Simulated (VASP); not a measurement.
Runs of VASP 6.6.1 on Nb. The structure is that of space group Fd-3m (No. 227), or close to it. The cells are those of the table. 

```tsv
task	cell	k mesh	cutoff (eV)	gap on the mesh (eV)	pressure (GPa)
single point	a = 4.383 Å, angles 60.0°, 2 atoms	10 × 10 × 10	520	none	-5.5
single point	a = 4.221 Å, angles 60.0°, 2 atoms	15 × 15 × 15	520	none	-0.1
single point	a = 4.045 Å, angles 60.0°, 2 atoms	10 × 10 × 10	520	none	(a)
single point	a = 4.221 Å, angles 60.0°, 2 atoms	10 × 10 × 10	520	none	0.0
relaxation of cell and atoms	relaxed from a = 4.094 Å, angles 60.0°, 2 atoms	9 × 9 × 9	600	none	0.0
```

Alike in all rows: level RPBE; potentials or basis VASP PAW PBE potentials, release 64 (Nb_sv); no spin polarisation; smearing fermi-dirac 0.1 eV.

Estimate the missing entries.

(a) 10.0.

Caveats: the PAW data sets were made with another functional, which shifts forces and pressure a little.

A k mesh can miss the band edges, and the runs leave out spin-orbit coupling on Nb.

A gap of «none» marks levels without a gap at the run's occupations.
